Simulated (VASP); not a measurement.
# BN (P6_3/mmc) in VASP: further runs

Runs on BN. Level: PBEsol. Tasks: single point.

Program: VASP 6.6.1. These are calculated values, not measurements. Logs are shortened: lines on timing, memory, paths and dates and some standing lists are left out, and cuts for length are marked.

## 1. The cell of the first run

The structure is hexagonal, space group P6_3/mmc (No. 194). Conventional cell: a = 2.666 Å, b = 2.666 Å, c = 6.801 Å, α = 90.00°, β = 90.00°, γ = 120.00°. B (site symmetry -6m2) has 3 N at 1.54 Å within 2.1 Å. N (site symmetry -6m2) has 3 B at 1.54 Å within 2.1 Å.

## 2. Single point, PBEsol (volume 10.464 Å^3 an atom, c/a of the conventional cell 2.5510)

Contents of INCAR:

```
SYSTEM = BN
PREC = Accurate
ENCUT = 520
EDIFF = 1E-6
ISMEAR = 0
SIGMA = 0.05
LREAL = .False.
LASPH = .True.
NELM = 100
ALGO = Normal
ISIF = 2
LWAVE = .False.
LCHARG = .False.
GGA = PS
NBANDS = 16
```

Contents of KPOINTS:

```
regular mesh
0
Gamma
  12 12 4
  0 0 0
```

Contents of POSCAR:

```
BN
1.0
    2.6658694471      0.0000000000      0.0000000000
   -1.3329347236      2.3087106643      0.0000000000
    0.0000000000      0.0000000000      6.8006329595
B N
2 2
Direct
    0.3333333333      0.6666666667      0.2500000000
    0.6666666667      0.3333333333      0.7500000000
    0.3333333333      0.6666666667      0.7500000000
    0.6666666667      0.3333333333      0.2500000000
```

Potentials or basis: VASP PAW PBE potentials, release 64 (B, N).

Command:

```
cat potpaw_PBE.64/B/POTCAR potpaw_PBE.64/N/POTCAR > POTCAR
mpirun -np 1 vasp_std > vasp.out
```

OUTCAR:

```text
SYSTEM = BN
   PREC = Accurate
   ENCUT = 520
   EDIFF = 1E-6
   ISMEAR = 0
   LREAL = .False.
   LASPH = .True.
   NELM = 100
   ISIF = 2
   GGA = PS

 ion  position               nearest neighbor table
   1  0.333  0.667  0.250-   4 1.54   4 1.54   4 1.54
   2  0.667  0.333  0.750-   3 1.54   3 1.54   3 1.54
   3  0.333  0.667  0.750-   2 1.54   2 1.54   2 1.54
   4  0.667  0.333  0.250-   1 1.54   1 1.54   1 1.54

  LATTYP: Found a hexagonal cell.
 ALAT       =     2.6658694471
 C/A-ratio  =     2.5510000000

  Lattice vectors:

 A1 = (   2.6658694471,   0.0000000000,   0.0000000000)
 A2 = (  -1.3329347236,   2.3087106643,   0.0000000000)
 A3 = (   0.0000000000,   0.0000000000,   6.8006329595)

Analysis of symmetry for initial positions (statically):
=====================================================================
 Subroutine PRICEL returns:
 Original cell was already a primitive cell.

 Routine SETGRP: Setting up the symmetry group for a
 hexagonal supercell.

 Subroutine GETGRP returns: Found 24 space group operations
 (whereof 12 operations were pure point group operations)
 out of a pool of 24 trial point group operations.

The static configuration has the point symmetry D_3d.
 The point group associated with its full space group is D_6h.

Analysis of symmetry for dynamics (positions and initial velocities):
=====================================================================
 Subroutine PRICEL returns:
 Original cell was already a primitive cell.

 Routine SETGRP: Setting up the symmetry group for a
 hexagonal supercell.

 Subroutine GETGRP returns: Found 24 space group operations
 (whereof 12 operations were pure point group operations)
 out of a pool of 24 trial point group operations.

The dynamic configuration has the point symmetry D_3d.
 The point group associated with its full space group is D_6h.

 Subroutine INISYM returns: Found 24 space group operations
 (whereof 12 operations are pure point group operations),
 and found     1 'primitive' translations

----------------------------------------------------------------------------------------

                                     Primitive cell

  volume of cell :      41.8560

  direct lattice vectors                    reciprocal lattice vectors
     2.665869447  0.000000000  0.000000000     0.375112143  0.216571096  0.000000000
    -1.332934724  2.308710664  0.000000000     0.000000000  0.433142193  0.000000000
     0.000000000  0.000000000  6.800632959     0.000000000  0.000000000  0.147045136

  length of vectors
     2.665869447  2.665869447  6.800632959     0.433142193  0.433142193  0.147045136

  position of ions in fractional coordinates (direct lattice)
     0.333333333  0.666666667  0.250000000
     0.666666667  0.333333333  0.750000000
     0.333333333  0.666666667  0.750000000
     0.666666667  0.333333333  0.250000000

  ion indices of the primitive-cell ions
   primitive index   ion index
                 1           1
                 2           2
                 3           3
                 4           4

----------------------------------------------------------------------------------------

 KPOINTS: regular mesh

Automatic generation of k-mesh.
 Grid dimensions read from file:
 generate k-points for:   12   12    4

 Generating k-lattice:

  Cartesian coordinates                     Fractional coordinates (reciprocal lattice)
     0.031259345  0.018047591  0.000000000     0.083333333 -0.000000000  0.000000000
     0.000000000  0.036095183  0.000000000     0.000000000  0.083333333  0.000000000
     0.000000000  0.000000000  0.036761284     0.000000000  0.000000000  0.250000000

  Length of vectors
     0.036095183  0.036095183  0.036761284

  Shift w.r.t. Gamma in fractional coordinates (k-lattice)
     0.000000000  0.000000000  0.000000000

 Subroutine IBZKPT returns following result:
 ===========================================

 Found     57 irreducible k-points:

 Following reciprocal coordinates:
            Coordinates               Weight
  0.000000  0.000000  0.000000      1.000000
  0.083333  0.000000  0.000000      6.000000
  0.166667  0.000000  0.000000      6.000000
  0.250000  0.000000  0.000000      6.000000
  0.333333  0.000000  0.000000      6.000000
  0.416667  0.000000  0.000000      6.000000
[... 16 lines left out ...]
  0.250000  0.000000  0.250000     12.000000
  0.333333  0.000000  0.250000     12.000000
 [... further k-points ...]
   k-points           NKPTS =     57   k-points in BZ     NKDIM =     57   number of bands    NBANDS=     16
   number of dos      NEDOS =    301   number of ions     NIONS =      4
   total plane-waves  NPLWV =  21600
   dimension x,y,z NGX =    20 NGY =   20 NGZ =   54
   dimension x,y,z NGXF=    40 NGYF=   40 NGZF=  108
   ions per type =               2   2
   NGX,Y,Z   is equivalent  to a cutoff of  12.47, 12.47, 13.20 a.u.
   NGXF,Y,Z  is equivalent  to a cutoff of  24.94, 24.94, 26.40 a.u.
 SYSTEM =  BN
   PREC   = accura    normal or accurate (medium, high low for compatibility)
   ISTART =      0    job   : 0-new  1-cont  2-samecut
   ICHARG =      2    charge: 1-file 2-atom 10-const
   ISPIN  =      1    spin polarized calculation?
   LNONCOLLINEAR =      F non collinear calculations
   LSORBIT =      F    spin-orbit coupling
   LASPH  =      T    aspherical Exc in radial PAW
   ENCUT  =  520.0 eV  38.22 Ry    6.18 a.u.   4.96  4.96 12.64*2*pi/ulx,y,z
   NELM   =    100;   NELMIN=  2; NELMDL= -5     # of ELM steps
   EDIFF  = 0.1E-05   stopping-criterion for ELM
   LREAL  =      F    real-space projection
   EDIFFG = 0.1E-04   stopping-criterion for IOM
   NSW    =      0    number of steps for IOM
   IBRION =     -1    ionic relax: 0-MD 1-quasi-New 2-CG
   NFREE  =      0    steps in history (QN), initial steepest desc. (CG)
   ISIF   =      2    stress and relaxation
   ISYM   =      2    0-nonsym 1-usesym 2-fastsym
   POTIM  = 0.5000    time-step for ionic-motion
   TEBEG  =    0.0;   TEEND  =   0.0 temperature during run
   PSTRESS=    0.0 pullay stress
   NELECT =      16.0000    total number of electrons
   NUPDOWN=      -1.0000    fix difference up-down
   EMIN   =  10.00;   EMAX   =-10.00  energy-range for DOS
   EFERMI =   0.00;   METHOD = LEGACY
   ISMEAR =     0;   SIGMA  =   0.05  broadening in eV -4-tet -1-fermi 0-gaus
   EFERMI_NEDOS =   21; number of points for ismear=-14 and -15
   IALGO  =     38    algorithm
   IMIX   =      4    mixing-type and parameters
     AMIX     =   0.40;   BMIX     =  1.00
     AMIX_MAG =   1.60;   BMIX_MAG =  1.00
  volume/ion in A,a.u.               =      10.46        70.61
  Fermi-wavevector in a.u.,A,eV,Ry     =   1.188125  2.245231 19.206552  1.411642
  Thomas-Fermi vector in A             =   2.324262
   LORBIT       =      0    0 simple, 1 ext, 2 COOP (PROOUT), +10 PAW based schemes
   GGA     = PS    functional components
   LHFCALC =     F    Hartree Fock is set to
   AEXX    =    0.0000 exact exchange contribution
   IVDW    =     0    specifies the selected vdW correction
   LEPSILON=     F    determine dielectric tensor
   LRPA    =     F    only Hartree local field effects (RPA)
 non-spin polarized calculation
 Gauss-broadening in eV      SIGMA  =   0.05
  energy-cutoff  :      520.00
  volume of cell :       41.86
 maximum number of plane-waves:      1155
 NGX is ok and might be reduce to    20
   NGX =  9   NGY =  9   NGZ = 25

 number of electron      16.0000001 magnetization

 Free energy of the ion-electron system (eV)
  ---------------------------------------------------
  ext. energy  EPLUGINS =         0.00000000
  ---------------------------------------------------
  free energy    TOTEN  =       -35.72624448 eV

  energy without entropy =      -35.72624448  energy(sigma->0) =      -35.72624448

 E-fermi :   1.5691     XC(G=0):  -9.7660

 val. band max:        1.2810474618   @ k =   0.3333   0.2500   0.0000
 cond. band min:       5.1467322516   @ k =   0.5000   0.0000   0.0000
 fundamental gap:      3.8656847898
 Fermi energy:         1.5690713589

 k-point     1 :       0.0000    0.0000    0.0000
  band No.  band energies     occupation
      1     -15.4168      2.00000
      2     -15.1480      2.00000
      3      -4.0755      2.00000
      4      -2.0176      2.00000
      5      -0.2285      2.00000
      6      -0.2285      2.00000
[... 8 lines left out ...]
     15      11.3994      0.00000
     16      12.1690      0.00000

 k-point     2 :       0.0833    0.0000    0.0000
  band No.  band energies     occupation
      1     -15.2988      2.00000
      2     -15.0341      2.00000
      3      -3.9143      2.00000
      4      -1.8764      2.00000
      5      -0.7520      2.00000
      6      -0.7174      2.00000
[... 8 lines left out ...]
     15      11.7721      0.00000
     16      11.8891      0.00000

 k-point     3 :       0.1667    0.0000    0.0000
  band No.  band energies     occupation
      1     -14.9521      2.00000
      2     -14.7003      2.00000
      3      -3.4374      2.00000
      4      -2.0540      2.00000
      5      -2.0129      2.00000
      6      -1.4627      2.00000
[... 8 lines left out ...]
     15      13.1062      0.00000
     16      13.2199      0.00000

 k-point     4 :       0.2500    0.0000    0.0000
  band No.  band energies     occupation
      1     -14.4038      2.00000
      2     -14.1751      2.00000
      3      -3.6696      2.00000
      4      -3.6075      2.00000
      5      -2.6681      2.00000
      6      -1.5907      2.00000
[... 8 lines left out ...]
     15      14.9868      0.00000
     16      15.0934      0.00000
[... 324 lines left out ...]
 k-point    22 :       0.1667    0.0000    0.2500
  band No.  band energies     occupation
      1     -14.9168      2.00000
      2     -14.7389      2.00000
      3      -3.2051      2.00000
      4      -2.0788      2.00000
      5      -2.0330      2.00000
      6      -1.7615      2.00000
[... 8 lines left out ...]
     15      13.1222      0.00000
     16      13.2025      0.00000

 k-point    23 :       0.2500    0.0000    0.2500
  band No.  band energies     occupation
      1     -14.3717      2.00000
      2     -14.2101      2.00000
      3      -3.6703      2.00000
      4      -3.6230      2.00000
      5      -2.4263      2.00000
      6      -1.5817      2.00000
[... 8 lines left out ...]
     15      15.0011      0.00000
     16      15.0762      0.00000

 k-point    24 :       0.3333    0.0000    0.2500
  band No.  band energies     occupation
      1     -13.6932      2.00000
      2     -13.5581      2.00000
      3      -5.2346      2.00000
      4      -5.1763      2.00000
      5      -2.1137      2.00000
      6      -2.0661      2.00000
[... 8 lines left out ...]
     15      15.9547      0.00000
     16      17.0811      0.00000

 [... further k-points ...]
[... 5 lines left out ...]
  --------------------------------------------------------------------------------------
  -------------------------------------------------------------------------------------
  Total      -12.9921420    -12.9921420     -0.0067380      0.0000000     -0.0000000      0.0000000
  in kB     -497.3173599   -497.3173599     -0.2579187      0.0000000     -0.0000000      0.0000000
  external PRESSURE =    -331.6308795 kB  Pullay stress =       0.0000000 kB

 VOLUME and BASIS-vectors are now :
 -----------------------------------------------------------------------------
  energy-cutoff  :      520.00
  volume of cell :       41.86
      direct lattice vectors                 reciprocal lattice vectors
     2.665869447  0.000000000  0.000000000     0.375112143  0.216571096  0.000000000
    -1.332934724  2.308710664  0.000000000     0.000000000  0.433142193  0.000000000
     0.000000000  0.000000000  6.800632959     0.000000000  0.000000000  0.147045136

 POSITION                                       TOTAL-FORCE (eV/Angst)
 -----------------------------------------------------------------------------------
     -0.00000      1.53914      1.70016        -0.000000      0.000000      0.000000
      1.33293      0.76957      5.10047         0.000000     -0.000000      0.000000
     -0.00000      1.53914      5.10047        -0.000000      0.000000      0.000000
      1.33293      0.76957      1.70016        -0.000000      0.000000      0.000000
 -----------------------------------------------------------------------------------
    total drift:                               -0.000000      0.000000      0.000000

  FREE ENERGIE OF THE ION-ELECTRON SYSTEM (eV)
  ---------------------------------------------------
  free  energy   TOTEN  =       -35.7262444806 eV

  energy  without entropy=      -35.7262444806  energy(sigma->0) =      -35.72624448
```

Wall time 29 s (1 thread of AMD EPYC 7R13 (Zen 3), shared host); peak memory 0.13 GiB.

Results:

```yaml
Free_energy: -35.7262 eV
Pressure: -33.2 GPa
Band_gap_on_the_k_mesh: 3.87 eV, indirect (least direct gap 4.12 eV)
```

Levels at points of the mesh, in eV from the valence-band top:
| k point | band 5 | band 6 | band 7 | band 8 | band 9 | band 10 | band 11 | band 12 |
| --- | --- | --- | --- | --- | --- | --- | --- | --- |
| (0.00, 0.00, 0.00) | -1.51 | -1.51 | -1.47 | -1.47 | 4.72 | 9.06 | 9.15 | 9.99 |
| (0.50, 0.00, 0.00) | -3.88 | -3.81 | -1.29 | -0.32 | 3.87 | 5.06 | 7.73 | 7.96 |
| (0.00, 0.00, 0.50) | -1.49 | -1.49 | -1.49 | -1.49 | 6.70 | 6.70 | 10.05 | 10.05 |
| (0.50, 0.00, 0.50) | -3.84 | -3.84 | -0.78 | -0.78 | 4.25 | 4.25 | 7.96 | 7.96 |

Caveat: the PAW data sets were made with another functional, which shifts forces and pressure a little; this functional lacks dispersion, which binds the layers, so the pressure and a relaxed spacing across them are unreliable. A k mesh can miss the band edges.

## 3. Single point, PBEsol (volume 10.464 Å^3 an atom, c/a of the conventional cell 2.6771)

Contents of INCAR:

```
SYSTEM = BN
PREC     = Accurate       ! precision mode
ENCUT    = 520            ! plane-wave cutoff, eV
EDIFF    = 1E-7           ! SCF threshold, eV
ISMEAR   = 0              ! smearing method
SIGMA    = 0.05           ! smearing width, eV
LREAL    = .False.        ! projectors in reciprocal space
LASPH    = .True.         ! aspherical terms in the spheres
NELM     = 60             ! most SCF steps
ALGO     = Normal         ! electronic algorithm
ISIF     = 2              ! what is computed and relaxed
LWAVE    = .False.        ! write WAVECAR
LCHARG   = .False.        ! write CHGCAR
GGA      = PS             ! functional
NBANDS   = 16             ! bands
```

KPOINTS is that of step 2.

Contents of POSCAR:

```
BN
1.0
    2.6233374884      0.0000000000      0.0000000000
   -1.3116687442      2.2718769077      0.0000000000
    0.0000000000      0.0000000000      7.0229367903
B N
2 2
Direct
    0.3333333333      0.6666666667      0.2500000000
    0.6666666667      0.3333333333      0.7500000000
    0.3333333333      0.6666666667      0.7500000000
    0.6666666667      0.3333333333      0.2500000000
```

Potentials or basis: VASP PAW PBE potentials, release 64 (B, N).

Command:

```
cat potpaw_PBE.64/B/POTCAR potpaw_PBE.64/N/POTCAR > POTCAR
mpirun -np 1 vasp_std > vasp.out
```

Run time: 37 s. Hardware: 1 thread of AMD EPYC 7R13 (Zen 3), shared host; peak memory 0.14 GiB.

It converged, with:

| Quantity | Value |
| --- | --- |
| Free energy | -36.0959 eV |
| Pressure | -25.7 GPa |
| Band gap on the k mesh | 4.02 eV, indirect (least direct gap 4.25 eV) |

Stress tensor (GPa, compression positive):
```
-38.40   0.00   0.00
  0.00 -38.40   0.00
  0.00   0.00  -0.26
```

Levels at points of the mesh, in eV from the valence-band top:
```
           k point  band 5  band 6  band 7  band 8  band 9  band 10  band 11  band 12
(0.00, 0.00, 0.00)   -1.45   -1.45   -1.42   -1.42    4.70     9.11     9.73    10.40
(0.50, 0.00, 0.00)   -3.92   -3.87   -1.21   -0.41    4.02     5.07     8.17     8.47
(0.00, 0.00, 0.50)   -1.43   -1.43   -1.43   -1.43    6.64     6.64    10.44    10.44
(0.50, 0.00, 0.50)   -3.90   -3.90   -0.80   -0.80    4.39     4.39     8.43     8.43
```

Caveat: the PAW data sets were made with another functional, which shifts forces and pressure a little; this functional lacks dispersion, which binds the layers, so the pressure and a relaxed spacing across them are unreliable.
